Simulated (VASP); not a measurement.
# Se (P3_121) in VASP: notebook, part 2 of 2

VASP 6.6.1. The steps go on from the part before.

## 3. Single point, PBE

This run uses another cell than the first one, of 27.26 Å³/atom, 1.010 times its volume.

Input file INCAR:

```
SYSTEM = Se
PREC = Accurate ; ENCUT = 520
EDIFF = 1E-6 ; ISMEAR = -1
SIGMA = 0.05 ; LREAL = .False.
LASPH = .True. ; NELM = 80
ALGO = Normal ; ISIF = 2
LWAVE = .False. ; LCHARG = .True.
GGA = PE ; LELF = .True.
LVHAR = .True. ; NBANDS = 16
```

Input file KPOINTS:

```
regular mesh
0
Gamma
  6 6 5
  0 0 0
```

Input file POSCAR:

```
Se
1.0
    4.3662000000      0.0000000000      0.0000000000
   -2.1831000000      3.7812401180      0.0000000000
    0.0000000000      0.0000000000      4.9536000000
Se
3
Direct
    0.7746000000      0.7746000000      0.0000000000
    0.0000000000      0.2254000000      0.6666666667
    0.2254000000      0.0000000000      0.3333333333
```

Potentials or basis: VASP PAW PBE potentials, release 64 (Se).

Launch:

```console
cat potpaw_PBE.64/Se/POTCAR > POTCAR
mpirun -np 1 vasp_std > vasp.out
```

Run time: 25 s. Hardware: 1 thread of Intel Xeon Platinum 8259CL at 2.50GHz (Skylake/Cascade Lake), shared host; peak memory 0.19 GiB.

The run converged. Its results:

```yaml
Free_energy: -10.4698 eV
Pressure: 2.9 GPa
Largest_force: 0.432 eV/Å
Band_gap_on_the_k_mesh: 1.31 eV, indirect (least direct gap 1.51 eV)
```

Forces on the atoms (eV/Å):
```
Se  -0.216 -0.374  0.000
Se  -0.216  0.374  0.000
Se   0.432  0.000  0.000
```

Stress tensor (GPa, compression positive):
```
2.31 0.00 0.00
0.00 2.31 0.00
0.00 0.00 4.12
```

Levels at points of the mesh, in eV from the valence-band top:
```tsv
k point	band 7	band 8	band 9	band 10	band 11	band 12
(0.00, 0.00, 0.00)	-1.95	-1.95	-0.31	1.99	1.99	2.27
(0.50, 0.00, 0.00)	-2.80	-1.68	-0.90	2.04	2.43	4.22
```

A k mesh can miss the band edges. As with any semilocal functional, this PBE gap is likely too small.

## 4. Single point, PBE

This run uses another cell than the first one, of 27.53 Å³/atom, 1.020 times its volume.

Input file INCAR:

```
SYSTEM = Se
PREC     = Accurate       ! precision mode
ENCUT    = 520            ! plane-wave cutoff, eV
EDIFF    = 1E-7           ! SCF threshold, eV
ISMEAR   = -1             ! smearing method
SIGMA    = 0.05           ! smearing width, eV
LREAL    = .FALSE.        ! projectors in reciprocal space
LASPH    = .TRUE.         ! aspherical terms in the spheres
NELM     = 80             ! most SCF steps
ALGO     = Normal         ! electronic algorithm
ISIF     = 2              ! what is computed and relaxed
LWAVE    = .FALSE.        ! write WAVECAR
LCHARG   = .TRUE.         ! write CHGCAR
GGA      = PE             ! functional
LELF     = .TRUE.         ! ELF
LVHAR    = .TRUE.       
NBANDS   = 16             ! bands
```

Input file KPOINTS:

```
Automatic mesh
0
G
  6 6 5
  0 0 0
```

Changes to POSCAR since step 3:

```diff
@@ -4,3 +4,3 @@
    -2.1831000000      3.7812401180      0.0000000000
-    0.0000000000      0.0000000000      4.9536000000
+    0.0000000000      0.0000000000      5.0031360000
 Se
```

Launch:

```console
cat potpaw_PBE.64/Se/POTCAR > POTCAR
mpirun -np 1 vasp_std > vasp.out
```

It took 27 s on 1 thread of Intel Xeon Platinum 8259CL at 2.50GHz (Skylake/Cascade Lake), shared host; peak memory 0.19 GiB.

The run converged. Its results:

```yaml
Free_energy: -10.4875 eV
Pressure: 2.1 GPa
Largest_force: 0.312 eV/Å
Band_gap_on_the_k_mesh: 1.33 eV, indirect (least direct gap 1.42 eV)
```

Forces on the atoms (eV/Å):
```
Se  -0.156 -0.271  0.000
Se  -0.156  0.271  0.000
Se   0.312  0.000  0.000
```

Stress tensor (GPa, compression positive):
```
1.73 0.00 0.00
0.00 1.73 0.00
0.00 0.00 2.81
```

Levels at points of the mesh, in eV from the valence-band top:
| k point | band 7 | band 8 | band 9 | band 10 | band 11 | band 12 |
| --- | --- | --- | --- | --- | --- | --- |
| (0.00, 0.00, 0.00) | -1.88 | -1.88 | -0.29 | 1.95 | 1.95 | 2.30 |
| (0.50, 0.00, 0.00) | -2.78 | -1.64 | -0.88 | 2.01 | 2.42 | 4.17 |

## 5. Single point, PBE

This run uses another cell than the first one, of 27.81 Å³/atom, 1.030 times its volume.

Input file INCAR:

```
SYSTEM = Se
PREC = Accurate
ENCUT = 520
EDIFF = 1E-7
ISMEAR = -1
SIGMA = 0.05
LREAL = .FALSE.
LASPH = .TRUE.
NELM = 100
ALGO = Normal
ISIF = 2
LWAVE = .FALSE.
LCHARG = .FALSE.
GGA = PE
NBANDS = 16
```

KPOINTS is that of step 4.

Changes to POSCAR since step 4:

```diff
@@ -4,3 +4,3 @@
    -2.1831000000      3.7812401180      0.0000000000
-    0.0000000000      0.0000000000      5.0031360000
+    0.0000000000      0.0000000000      5.0526720000
 Se
```

Launch:

```console
cat potpaw_PBE.64/Se/POTCAR > POTCAR
mpirun -np 1 vasp_std > vasp.out
```

Run time: 25 s. Hardware: 1 thread of Intel Xeon Platinum 8259CL at 2.50GHz (Skylake/Cascade Lake), shared host; peak memory 0.19 GiB.

Results (log left out):

- Free energy: -10.4986 eV
- Pressure: 1.3 GPa
- Largest force: 0.201 eV/Å
- Band gap on the k mesh: 1.32 eV, indirect (least direct gap 1.33 eV)

Forces on the atoms (eV/Å):
```
Se  -0.100 -0.174  0.000
Se  -0.100  0.174  0.000
Se   0.201  0.000  0.000
```

Stress tensor (GPa, compression positive):
```
1.19 0.00 0.00
0.00 1.19 0.00
0.00 0.00 1.56
```

Levels at points of the mesh, in eV from the valence-band top:
```tsv
k point	band 7	band 8	band 9	band 10	band 11	band 12
(0.00, 0.00, 0.00)	-1.82	-1.82	-0.27	1.90	1.90	2.32
(0.50, 0.00, 0.00)	-2.75	-1.61	-0.86	1.98	2.40	4.12
```

## 6. Single point, PBE

This run uses another cell than the first one, of 18.85 Å³/atom, 0.698 times its volume.

Input file INCAR:

```
SYSTEM = Se
ALGO = Normal
EDIFF = 1E-6
ENCUT = 520
GGA = PE
ISIF = 2
ISMEAR = -1
LASPH = .TRUE.
LCHARG = .FALSE.
LREAL = .FALSE.
LWAVE = .FALSE.
NBANDS = 16
NELM = 100
PREC = Accurate
SIGMA = 0.05
```

Input file KPOINTS:

```
k-points
0
G
  7 7 6
  0 0 0
```

Input file POSCAR:

```
Se
1.0
    3.5651795671      0.0000000000      0.0000000000
   -1.7825897835      3.0875360741      0.0000000000
    0.0000000000      0.0000000000      5.1366299364
Se
3
Direct
    0.7119300511      0.7119300511      0.0000000000
    0.0000000000      0.2880699489      0.6666666667
    0.2880699489      0.0000000000      0.3333333333
```

Potentials or basis: VASP PAW PBE potentials, release 64 (Se).

Launch:

```console
cat potpaw_PBE.64/Se/POTCAR > POTCAR
mpirun -np 1 vasp_std > vasp.out
```

It took 30 s on 1 thread of Intel Xeon Platinum 8259CL at 2.50GHz (Skylake/Cascade Lake), shared host; peak memory 0.18 GiB.

It converged, with:

| Item | Value |
| --- | --- |
| Free energy | -9.4898 eV |
| Pressure | 20.2 GPa |
| Largest force | 0.016 eV/Å |
| Band gap on the k mesh | 0.29 eV, indirect (least direct gap 0.51 eV) |

Forces on the atoms (eV/Å):
```
Se  -0.008 -0.014  0.000
Se  -0.008  0.014  0.000
Se   0.016  0.000  0.000
```

Stress tensor (GPa, compression positive):
```
20.14  0.00  0.00
 0.00 20.14  0.00
 0.00  0.00 20.27
```

Levels at points of the mesh, in eV from the valence-band top:
```tsv
k point	band 6	band 7	band 8	band 9	band 10	band 11	band 12	band 13
(0.00, 0.00, 0.00)	-2.83	-1.99	-1.99	-1.30	1.58	1.58	2.73	6.06
(0.00, 0.00, 0.50)	-3.09	-1.38	-0.72	-0.72	0.42	0.91	0.91	4.28
```

A k mesh can miss the band edges.

## 7. Overview

```csv
cell,k mesh,gap on the mesh (eV),pressure (GPa),largest force (eV/Å)
"a = 4.366, b = 4.366, c = 4.904 Å, angles 90.0, 90.0, 120.0°, 3 atoms",6 × 6 × 5,1.29,3.8,0.56
"a = 4.366, b = 4.366, c = 4.954 Å, angles 90.0, 90.0, 120.0°, 3 atoms",6 × 6 × 5,1.31,2.9,0.43
"a = 4.366, b = 4.366, c = 5.003 Å, angles 90.0, 90.0, 120.0°, 3 atoms",6 × 6 × 5,1.33,2.1,0.31
"a = 4.366, b = 4.366, c = 5.053 Å, angles 90.0, 90.0, 120.0°, 3 atoms",6 × 6 × 5,1.32,1.3,0.20
"a = 3.565, b = 3.565, c = 5.137 Å, angles 90.0, 90.0, 120.0°, 3 atoms",7 × 7 × 6,0.29,20.2,0.02
```

Alike in all rows: task single point; level PBE; potentials or basis VASP PAW PBE potentials, release 64 (Se); no spin polarisation; cutoff (eV) 520; smearing fermi-dirac 0.05 eV.

Absolute energies hang on the potentials; compare differences alone.
